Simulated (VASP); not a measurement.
# Hg (Pm-3m) in VASP: a series of runs

Runs on Hg. Level: revPBE. Tasks: relaxation of cell and atoms, single point.

All numbers are computed with VASP 6.6.1; they aren't measurements. Logs are shortened: lines on timing, memory, paths and dates and some standing lists are left out, and cuts for length are marked.

### 1 The cell of the first run

Symmetry: Pm-3m, No. 221, cubic system. Conventional cell: a = 2.921 Å, b = 2.921 Å, c = 2.921 Å, α = 90.00°, β = 90.00°, γ = 90.00°. Within 3.8 Å of Hg (site symmetry m-3m) lie 6 Hg at 2.92 Å.

### 2 Relaxation of cell and atoms, revPBE

File INCAR:

```
SYSTEM = Hg
PREC = Accurate ; ENCUT = 500
EDIFF = 1E-7 ; ISMEAR = -1
SIGMA = 0.1 ; LREAL = .False.
LASPH = .True. ; NELM = 120
ALGO = Normal ; ISIF = 3
LWAVE = .False. ; LCHARG = .False.
GGA = RE ; IBRION = 2
NSW = 80 ; EDIFFG = -0.01
GGA_COMPAT = .False. ; NELMIN = 4
```

File KPOINTS:

```
Automatic mesh
0
Gamma
  11 11 11
  0 0 0
```

File POSCAR:

```
Hg
1.0
    2.9208326038      0.0000000000      0.0000000000
    0.0000000000      2.9208326038      0.0000000000
    0.0000000000      0.0000000000      2.9208326038
Hg
1
Direct
    0.0000000000      0.0000000000      0.0000000000
```

Potentials or basis: VASP PAW PBE potentials, release 64 (Hg).

Command:

```bash
> cat potpaw_PBE.64/Hg/POTCAR > POTCAR
> mpirun -np 1 vasp_std > vasp.out
```

OUTCAR:

```text
SYSTEM = Hg
   PREC = Accurate
   ENCUT = 500
   EDIFF = 1E-7
   ISMEAR = -1
   LREAL = .False.
   LASPH = .True.
   NELM = 120
   ISIF = 3
   GGA = RE
   IBRION = 2
   NSW = 80
   EDIFFG = -0.01
   NELMIN = 4

 ion  position               nearest neighbor table
   1  0.000  0.000  0.000-

  LATTYP: Found a simple cubic cell.
 ALAT       =     2.9208326038

  Lattice vectors:

 A1 = (   2.9208326038,   0.0000000000,   0.0000000000)
 A2 = (   0.0000000000,   2.9208326038,   0.0000000000)
 A3 = (   0.0000000000,   0.0000000000,   2.9208326038)

Analysis of symmetry for initial positions (statically):
=====================================================================
 Subroutine PRICEL returns:
 Original cell was already a primitive cell.

 Routine SETGRP: Setting up the symmetry group for a
 simple cubic supercell.

 Subroutine GETGRP returns: Found 48 space group operations
 (whereof 48 operations were pure point group operations)
 out of a pool of 48 trial point group operations.

The static configuration has the point symmetry O_h .

Analysis of symmetry for dynamics (positions and initial velocities):
=====================================================================
 Subroutine PRICEL returns:
 Original cell was already a primitive cell.

 Routine SETGRP: Setting up the symmetry group for a
 simple cubic supercell.

 Subroutine GETGRP returns: Found 48 space group operations
 (whereof 48 operations were pure point group operations)
 out of a pool of 48 trial point group operations.

The dynamic configuration has the point symmetry O_h .

 Subroutine INISYM returns: Found 48 space group operations
 (whereof 48 operations are pure point group operations),
 and found     1 'primitive' translations

----------------------------------------------------------------------------------------

                                     Primitive cell

  volume of cell :      24.9184

  direct lattice vectors                    reciprocal lattice vectors
     2.920832604  0.000000000  0.000000000     0.342368131  0.000000000  0.000000000
     0.000000000  2.920832604  0.000000000     0.000000000  0.342368131  0.000000000
     0.000000000  0.000000000  2.920832604     0.000000000  0.000000000  0.342368131

  length of vectors
     2.920832604  2.920832604  2.920832604     0.342368131  0.342368131  0.342368131

  position of ions in fractional coordinates (direct lattice)
     0.000000000  0.000000000  0.000000000

  ion indices of the primitive-cell ions
   primitive index   ion index
                 1           1

----------------------------------------------------------------------------------------

 KPOINTS: Automatic mesh

Automatic generation of k-mesh.
 Grid dimensions read from file:
 generate k-points for:   11   11   11

 Generating k-lattice:

  Cartesian coordinates                     Fractional coordinates (reciprocal lattice)
     0.031124376  0.000000000  0.000000000     0.090909091  0.000000000  0.000000000
     0.000000000  0.031124376  0.000000000     0.000000000  0.090909091  0.000000000
     0.000000000  0.000000000  0.031124376     0.000000000  0.000000000  0.090909091

  Length of vectors
     0.031124376  0.031124376  0.031124376

  Shift w.r.t. Gamma in fractional coordinates (k-lattice)
     0.000000000  0.000000000  0.000000000

 Subroutine IBZKPT returns following result:
 ===========================================

 Found     56 irreducible k-points:

 Following reciprocal coordinates:
            Coordinates               Weight
  0.000000  0.000000  0.000000      1.000000
  0.090909  0.000000  0.000000      6.000000
  0.181818  0.000000  0.000000      6.000000
  0.272727  0.000000  0.000000      6.000000
  0.363636  0.000000  0.000000      6.000000
  0.454545  0.000000  0.000000      6.000000
[... 16 lines left out ...]
  0.181818  0.090909  0.090909     24.000000
  0.272727  0.090909  0.090909     24.000000
 [... further k-points ...]
   k-points           NKPTS =     56   k-points in BZ     NKDIM =     56   number of bands    NBANDS=     10
   number of dos      NEDOS =    301   number of ions     NIONS =      1
   total plane-waves  NPLWV =  13824
   dimension x,y,z NGX =    24 NGY =   24 NGZ =   24
   dimension x,y,z NGXF=    48 NGYF=   48 NGZF=   48
   ions per type =               1
   NGX,Y,Z   is equivalent  to a cutoff of  13.66, 13.66, 13.66 a.u.
   NGXF,Y,Z  is equivalent  to a cutoff of  27.32, 27.32, 27.32 a.u.
 SYSTEM =  Hg
   PREC   = accura    normal or accurate (medium, high low for compatibility)
   ISTART =      0    job   : 0-new  1-cont  2-samecut
   ICHARG =      2    charge: 1-file 2-atom 10-const
   ISPIN  =      1    spin polarized calculation?
   LNONCOLLINEAR =      F non collinear calculations
   LSORBIT =      F    spin-orbit coupling
   LASPH  =      T    aspherical Exc in radial PAW
   ENCUT  =  500.0 eV  36.75 Ry    6.06 a.u.   5.33  5.33  5.33*2*pi/ulx,y,z
   NELM   =    120;   NELMIN=  4; NELMDL= -5     # of ELM steps
   EDIFF  = 0.1E-06   stopping-criterion for ELM
   LREAL  =      F    real-space projection
   EDIFFG = -.1E-01   stopping-criterion for IOM
   NSW    =     80    number of steps for IOM
   IBRION =      2    ionic relax: 0-MD 1-quasi-New 2-CG
   NFREE  =      1    steps in history (QN), initial steepest desc. (CG)
   ISIF   =      3    stress and relaxation
   ISYM   =      2    0-nonsym 1-usesym 2-fastsym
   POTIM  = 0.5000    time-step for ionic-motion
   TEBEG  =    0.0;   TEEND  =   0.0 temperature during run
   PSTRESS=    0.0 pullay stress
   NELECT =      12.0000    total number of electrons
   NUPDOWN=      -1.0000    fix difference up-down
   EMIN   =  10.00;   EMAX   =-10.00  energy-range for DOS
   EFERMI =   0.00;   METHOD = LEGACY
   ISMEAR =    -1;   SIGMA  =   0.10  broadening in eV -4-tet -1-fermi 0-gaus
   EFERMI_NEDOS =   21; number of points for ismear=-14 and -15
   IALGO  =     38    algorithm
   IMIX   =      4    mixing-type and parameters
     AMIX     =   0.40;   BMIX     =  1.00
     AMIX_MAG =   1.60;   BMIX_MAG =  1.00
  volume/ion in A,a.u.               =      24.92       168.16
  Fermi-wavevector in a.u.,A,eV,Ry     =   1.283203  2.424901 22.403476  1.646609
  Thomas-Fermi vector in A             =   2.415469
   LORBIT       =      0    0 simple, 1 ext, 2 COOP (PROOUT), +10 PAW based schemes
   GGA     = RE    functional components
   LHFCALC =     F    Hartree Fock is set to
   AEXX    =    0.0000 exact exchange contribution
   IVDW    =     0    specifies the selected vdW correction
   LEPSILON=     F    determine dielectric tensor
   LRPA    =     F    only Hartree local field effects (RPA)
 conjugate gradient relaxation of ions
 non-spin polarized calculation
  energy-cutoff  :      500.00
  volume of cell :       24.92
 maximum number of plane-waves:       655
 NGX is ok and might be reduce to    24
   NGX = 11   NGY = 11   NGZ = 11

--------------------------------------- Ionic step        1  -------------------------------------------

 number of electron      12.0000001 magnetization

 Free energy of the ion-electron system (eV)
  ---------------------------------------------------
  ext. energy  EPLUGINS =         0.00000000
  ---------------------------------------------------
  free energy    TOTEN  =         0.30660356 eV

  energy without entropy =        0.31552347  energy(sigma->0) =        0.31106351

 E-fermi :   2.5330     XC(G=0): -10.3707

 val. band max:        2.4017160081   @ k =   0.4545   0.4545   0.0000
 cond. band min:       2.5511940311   @ k =   0.4545   0.4545   0.0909
 fundamental gap:      0.1494780230
 Fermi energy:         2.5330476545

 k-point     1 :       0.0000    0.0000    0.0000
  band No.  band energies     occupation
      1      -6.3413      2.00000
      2      -5.8594      2.00000
      3      -5.8594      2.00000
      4      -3.4292      2.00000
      5      -3.4292      2.00000
      6      -3.4292      2.00000
      7      13.0771      0.00000
      8      13.0771      0.00000
      9      13.0771      0.00000
     10      16.8228      0.00000
[... 709 lines left out ...]
 k-point    24 :       0.2727    0.0909    0.0909
  band No.  band energies     occupation
      1      -6.4128      2.00000
      2      -6.2155      2.00000
      3      -5.6658      2.00000
      4      -5.6322      2.00000
      5      -5.4347      2.00000
      6      -4.6492      2.00000
      7       3.7461      0.00000
      8       8.9026      0.00000
      9       9.1847      0.00000
     10      14.5696      0.00000

 [... further k-points ...]

[... ionic steps 4 to 9 ...]

--------------------------------------- Ionic step       10  -------------------------------------------

 number of electron      11.9999996 magnetization

------------------------ aborting loop because EDIFF is reached ----------------------------------------

  FORCE on cell =-STRESS in cart. coord.  units (eV):
  Direction    XX          YY          ZZ          XY          YZ          ZX
  --------------------------------------------------------------------------------------
  -------------------------------------------------------------------------------------
  Total        0.0254271      0.0254271      0.0254271      0.0000000      0.0000000      0.0000000
  in kB        0.5594036      0.5594036      0.5594036      0.0000000      0.0000000      0.0000000
  external PRESSURE =       0.5594036 kB  Pullay stress =       0.0000000 kB
[... 55 lines left out ...]
  energy  without entropy=        0.0803793316  energy(sigma->0) =        0.08037927

--------------------------------------- Ionic step       12  -------------------------------------------

 number of electron      11.9999988 magnetization

 Free energy of the ion-electron system (eV)
  ---------------------------------------------------
  ext. energy  EPLUGINS =         0.00000000
  ---------------------------------------------------
  free energy    TOTEN  =         0.08031568 eV

  energy without entropy =        0.08031582  energy(sigma->0) =        0.08031575

 E-fermi :  -1.9705     XC(G=0):  -5.2584

 val. band max:       -3.2774286458   @ k =   0.4545   0.4545   0.4545
 cond. band min:      -0.5894856409   @ k =   0.4545   0.0000   0.0000
 fundamental gap:      2.6879430049
 Fermi energy:        -1.9704675880

 k-point     1 :       0.0000    0.0000    0.0000
  band No.  band energies     occupation
      1      -7.7992      2.00000
      2      -7.7992      2.00000
      3      -7.5915      2.00000
      4      -7.5915      2.00000
      5      -7.5915      2.00000
      6      -5.8484      2.00000
      7       3.9318      0.00000
      8       3.9318      0.00000
      9       3.9318      0.00000
     10       5.1402      0.00000
[... 327 lines left out ...]
  FREE ENERGIE OF THE ION-ELECTRON SYSTEM (eV)
  ---------------------------------------------------
  free  energy   TOTEN  =         0.0803156836 eV

  energy  without entropy=        0.0803158212  energy(sigma->0) =        0.08031575

 reached required accuracy - stopping structural energy minimisation
```

It took 64 s on 1 thread of Intel Xeon Platinum 8259CL at 2.50GHz (Skylake/Cascade Lake), shared host; peak memory 0.15 GiB.

Results:

| Quantity | Value |
| --- | --- |
| Free energy | 0.0803 eV |
| Relaxed volume | 73.67 Å³/atom |
| Relaxed cell | a = 4.192 Å, b = 4.192 Å, c = 4.192 Å, α = 90.00°, β = 90.00°, γ = 90.00° |
| Space group after relaxing (to 0.1 Å) | Pm-3m (No. 221) |
| Pressure after relaxing | 0.0 GPa |
| Band gap on the k mesh | 2.69 eV (least direct gap 4.32 eV) |

Final structure:
```cif
data_structure
_symmetry_space_group_name_H-M 'P 1'
_symmetry_Int_Tables_number 1
_cell_length_a 4.1922
_cell_length_b 4.1922
_cell_length_c 4.1922
_cell_angle_alpha 90.000
_cell_angle_beta 90.000
_cell_angle_gamma 90.000
_cell_volume 73.67
loop_
_atom_site_label
_atom_site_type_symbol
_atom_site_fract_x
_atom_site_fract_y
_atom_site_fract_z
_atom_site_occupancy
Hg1 Hg 0.00000 0.00000 0.00000 1
```

Levels at points of the mesh, in eV from the valence-band top:
```csv
k point,band 2,band 3,band 4,band 5,band 6,band 7,band 8,band 9,band 10
"(0.00, 0.00, 0.00)",-4.52,-4.31,-4.31,-4.31,-2.57,7.21,7.21,7.21,8.42
```

Caveat: the volume moved by over 15 % at a fixed basis, so the end points are rough; the PAW data sets were made with another functional, which shifts forces and pressure a little; spin-orbit coupling is left out, which moves the levels of the heavy elements; an odd mesh through Γ misses points on the zone boundary, where band edges can lie.

### 3 Single point, revPBE

This run uses another cell than the first one, of 117.86 Å³/atom.

File INCAR:

```
ALGO = Normal ; EDIFF = 1E-6
ENCUT = 500 ; GGA = RE
GGA_COMPAT = False ; ISIF = 2
ISMEAR = -1 ; LASPH = True
LCHARG = False ; LREAL = False
LWAVE = False ; NBANDS = 12
NELM = 120 ; PREC = Accurate
SIGMA = 0.1
```

File KPOINTS:

```
k-points
0
Gamma
  11 11 11
```

File POSCAR:

```
Hg
1.0
    4.9028745150      0.0000000000      0.0000000000
    0.0000000000      4.9028745150      0.0000000000
    0.0000000000      0.0000000000      4.9028745150
Hg
1
Direct
    0.0000000000      0.0000000000      0.0000000000
```

Potentials or basis: VASP PAW PBE potentials, release 64 (Hg).

Command:

```bash
> cat potpaw_PBE.64/Hg/POTCAR > POTCAR
> mpirun -np 1 vasp_std > vasp.out
```

OUTCAR:

```text
EDIFF = 1E-6
   ENCUT = 500
   GGA = RE
   ISIF = 2
   ISMEAR = -1
   LASPH = True
   LREAL = False
   NELM = 120
   PREC = Accurate

 ion  position               nearest neighbor table
   1  0.000  0.000  0.000-

  LATTYP: Found a simple cubic cell.
 ALAT       =     4.9028745150

  Lattice vectors:

 A1 = (   4.9028745150,   0.0000000000,   0.0000000000)
 A2 = (   0.0000000000,   4.9028745150,   0.0000000000)
 A3 = (   0.0000000000,   0.0000000000,   4.9028745150)

Analysis of symmetry for initial positions (statically):
[... 537 lines left out ...]

 [... further k-points ...]

------------------------ aborting loop because EDIFF is reached ----------------------------------------

  FORCE on cell =-STRESS in cart. coord.  units (eV):
  Direction    XX          YY          ZZ          XY          YZ          ZX
  --------------------------------------------------------------------------------------
  -------------------------------------------------------------------------------------
  Total        0.0168545      0.0168545      0.0168545     -0.0000000     -0.0000000      0.0000000
  in kB        0.2291261      0.2291261      0.2291261     -0.0000000     -0.0000000      0.0000000
  external PRESSURE =       0.2291261 kB  Pullay stress =       0.0000000 kB

 VOLUME and BASIS-vectors are now :
 -----------------------------------------------------------------------------
  energy-cutoff  :      500.00
  volume of cell :      117.86
      direct lattice vectors                 reciprocal lattice vectors
     4.902874515  0.000000000  0.000000000     0.203961981  0.000000000  0.000000000
     0.000000000  4.902874515  0.000000000     0.000000000  0.203961981  0.000000000
     0.000000000  0.000000000  4.902874515     0.000000000  0.000000000  0.203961981

 POSITION                                       TOTAL-FORCE (eV/Angst)
 -----------------------------------------------------------------------------------
      0.00000      0.00000      0.00000         0.000000      0.000000      0.000000
 -----------------------------------------------------------------------------------
    total drift:                                0.000000      0.000000     -0.000000

  FREE ENERGIE OF THE ION-ELECTRON SYSTEM (eV)
  ---------------------------------------------------
  free  energy   TOTEN  =        -0.0091409957 eV

  energy  without entropy=       -0.0091409950  energy(sigma->0) =       -0.00914100
```

OSZICAR:

```text
N       E                     dE             d eps       ncg     rms          rms(c)
DAV:   1     0.707705395038E+02    0.70771E+02   -0.43852E+03  1344   0.728E+02
DAV:   2     0.263902959291E+01   -0.68132E+02   -0.62975E+02  1500   0.177E+02
DAV:   3    -0.265941481575E-02   -0.26417E+01   -0.26382E+01  1524   0.379E+01
DAV:   4    -0.934820698080E-02   -0.66888E-02   -0.66886E-02  1460   0.243E+00
DAV:   5    -0.937212830650E-02   -0.23921E-04   -0.23921E-04  1544   0.125E-01    0.187E-01
DAV:   6    -0.912029917959E-02    0.25183E-03   -0.95194E-04  1484   0.283E-01    0.402E-02
DAV:   7    -0.913063027861E-02   -0.10331E-04   -0.81884E-05  1484   0.747E-02    0.217E-02
DAV:   8    -0.914300057912E-02   -0.12370E-04   -0.13628E-05  1428   0.443E-02    0.342E-03
DAV:   9    -0.914193523545E-02    0.10653E-05   -0.31955E-07  1392   0.327E-03    0.124E-03
DAV:  10    -0.914099574516E-02    0.93949E-06   -0.54777E-07  1388   0.447E-03
   1 F= -.91409957E-02 E0= -.91409954E-02  d E =-.750056E-09
```

stdout:

```text
POSCAR found type information on POSCAR Hg
 POSCAR found :  1 types and       1 ions
 scaLAPACK will be used
 -----------------------------------------------------------------------------
|                                                                             |
|                                                                             |
|     You enforced a specific xc type in the INCAR file but a different       |
|     I HOPE YOU KNOW WHAT YOU ARE DOING!                                     |
|                                                                             |
 -----------------------------------------------------------------------------

 LDA part: xc-table for (Slater+PW92), standard interpolation
 POSCAR, INCAR and KPOINTS ok, starting setup
 FFT: planning ... GRIDC
 FFT: planning ... GRID_SOFT
 FFT: planning ... GRID
 WAVECAR not read
 entering main loop
```

Wall time 25 s (1 thread of Intel Xeon Platinum 8259CL at 2.50GHz (Skylake/Cascade Lake), shared host); peak memory 0.24 GiB.

Results:

- Free energy: -0.0091 eV
- Pressure: 0.0 GPa
- Band gap on the k mesh: 4.01 eV (least direct gap 4.65 eV)

Levels at points of the mesh, in eV from the valence-band top:
```tsv
k point	band 3	band 4	band 5	band 6	band 7	band 8	band 9	band 10
(0.00, 0.00, 0.00)	-3.56	-3.56	-3.56	-1.03	6.83	6.83	6.83	7.21
```

Caveat: the PAW data sets were made with another functional, which shifts forces and pressure a little; spin-orbit coupling is left out, which moves the levels of the heavy elements; an odd mesh through Γ misses points on the zone boundary, where band edges can lie.
